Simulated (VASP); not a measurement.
A run of VASP 6.6.1 is set up as follows.

The input INCAR:

```
ALGO = Fast
EDIFF = 1E-7
ENCUT = 520
GGA = PE
ISIF = 2
ISMEAR = 0
LASPH = T
LCHARG = F
LREAL = F
LWAVE = F
NBANDS = 54
NELM = 60
PREC = Accurate
SIGMA = 0.1
```

The input KPOINTS:

```
k-points
0
Gamma
  18 18 3
```

The input POSCAR:

```
V
1.0
    2.6165804632      0.0000000000      0.0000000000
   -1.3082902316      2.2660251522      0.0000000000
    0.0000000000      0.0000000000     16.3464731722
V
7
Direct
    0.0000000000      0.0000000000      0.0002246559
    0.3333333333      0.6666666667      0.1426324870
    0.6666666667      0.3333333333      0.2855429258
    0.3333333333      0.6666666667      0.4285352127
    0.6666666667      0.3333333333      0.5714285714
    0.0000000000      0.0000000000      0.7143219302
    0.6666666667      0.3333333333      0.8573142170
```

Potentials or basis: VASP PAW PBE potentials, release 64 (V_sv).

Launch:

```sh
$ cat potpaw_PBE.64/V_sv/POTCAR > POTCAR
$ mpirun -np 1 vasp_std > vasp.out
```

(1) Estimate the band gap on the k mesh.

(2) Estimate the pressure.

## Answers

(1) zero (an odd number of electrons rules out a gap without spin polarisation).

(2) 0.2 GPa.
